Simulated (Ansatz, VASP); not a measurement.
## One calculation of TiO2, two programs

The input INCAR:

```
SYSTEM = TiO2
PREC = Accurate ; ENCUT = 520
EDIFF = 1E-8 ; ISMEAR = -1
SIGMA = 0.05 ; LREAL = .False.
LASPH = .True. ; NELM = 60
ALGO = Normal ; ISIF = 2
LWAVE = .False. ; LCHARG = .False.
GGA = PE ; LEFG = .True.
NBANDS = 33
```

File KPOINTS:

```
regular mesh
0
Gamma
  7 7 10
  0 0 0
```

POSCAR

```
TiO2
1.0
    4.5319113078      0.0000000000      0.0000000000
    0.0000000000      4.5319113078      0.0000000000
    0.0000000000      0.0000000000      2.9190086112
Ti O
2 4
Direct
    0.0000000000      0.0000000000      0.0000000000
    0.5000000000      0.5000000000      0.5000000000
    0.3060000000      0.3060000000      0.0000000000
    0.1940000000      0.8060000000      0.5000000000
    0.6940000000      0.6940000000      0.0000000000
    0.8060000000      0.1940000000      0.5000000000
```

Input for Ansatz:

```yaml
crystal:
  lattice:
    - [4.5319113078, 0.0, 0.0]
    - [0.0, 4.5319113078, 0.0]
    - [0.0, 0.0, 2.9190086112]
  atoms:
    - { symbol: Ti, position: [0.0, 0.0, 0.0] }
    - { symbol: Ti, position: [0.5, 0.5, 0.5] }
    - { symbol: O, position: [0.306, 0.306, 0.0] }
    - { symbol: O, position: [0.194, 0.806, 0.5] }
    - { symbol: O, position: [0.694, 0.694, 0.0] }
    - { symbol: O, position: [0.806, 0.194, 0.5] }
kpoints:
  mp_grid: { grid: [7, 7, 10] }
scf:
  occupations: { method: fermi_dirac, width: 0.05 }
hamiltonian:
  xc: pbe
  pseudopotentials: { kind: all_electron, datasets: crystal }
output:
  forces: true
  stress: true
  eigenvalues: true
  efg: { contact_densities: true }
```

Change from the starting cell: volume scaled by 0.96, crystal datasets.

Alike in both runs: task electric field gradients; functional PBE; k mesh 7 × 7 × 10; occupations fermi-dirac, width 0.05 eV; no spin polarisation.

|  | VASP | Ansatz |
| --- | --- | --- |
| version | VASP 6.6.1 | Ansatz 0.2.0 |
| potentials or method | VASP PAW PBE potentials, release 64 (Ti_sv, O), cutoff 520 eV | all-electron PAW with datasets made for the crystal, scalar-relativistic |

Ansatz gave:

* gap on the k mesh at the Fermi level (eV): 2.03
* pressure (GPa): 16.5
* traceless stress, the component that is largest in VASP (GPa): 1.47
* rms of the force components (eV/Å): 0.221
* size of Vzz on the site where it differs most (V/Å²): 26.5

Task: Which values does VASP return?

Result: gap on the k mesh at the Fermi level (eV): 2.01; pressure (GPa): 17.3; traceless stress, the component that is largest in VASP (GPa): 1.73; rms of the force components (eV/Å): 0.236; size of Vzz on the site where it differs most (V/Å²): 27.2.

Atom by atom the forces differ by 0.015 eV/Å (rms over components). Ansatz ran all-electron here, and VASP with PAW potentials.
